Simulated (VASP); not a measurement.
A run of VASP 6.6.1 is set up as follows.

INCAR

```
  PREC = Accurate
  ENCUT = 520
  EDIFF = 1E-7
  ISMEAR = -1
  SIGMA = 0.05
  LREAL = False
  LASPH = True
  NELM = 100
  ALGO = Normal
  ISIF = 2
  LWAVE = False
  LCHARG = False
  GGA = RP
  IVDW = 13
  NBANDS = 11
```

KPOINTS

```
regular mesh
0
Gamma
  11 11 11
```

File POSCAR:

```
AlN
1.0
    0.0000000000      2.0070848471      2.0070848471
    2.0070848471      0.0000000000      2.0070848471
    2.0070848471      2.0070848471      0.0000000000
Al N
1 1
Direct
    0.5000000000      0.5000000000      0.5000000000
    0.0000000000      0.0000000000      0.0000000000
```

Potentials or basis: VASP PAW PBE potentials, release 64 (Al, N).

Command:

```console
$ cat potpaw_PBE.64/Al/POTCAR potpaw_PBE.64/N/POTCAR > POTCAR
$ mpirun -np 1 vasp_std > vasp.out
```

Task: What does it give for the pressure?

Result: -0.9 GPa.

Task: Predict the band gap on the k mesh.

Result: 5.06 eV, indirect (least direct gap 6.01 eV).

Task: Predict the dispersion energy per atom.

Result: -0.809 eV.

Caveat: the PAW data sets were made with another functional, which shifts forces and pressure a little. A hybrid or GW would open this gap; RPBE tends to underestimate it.
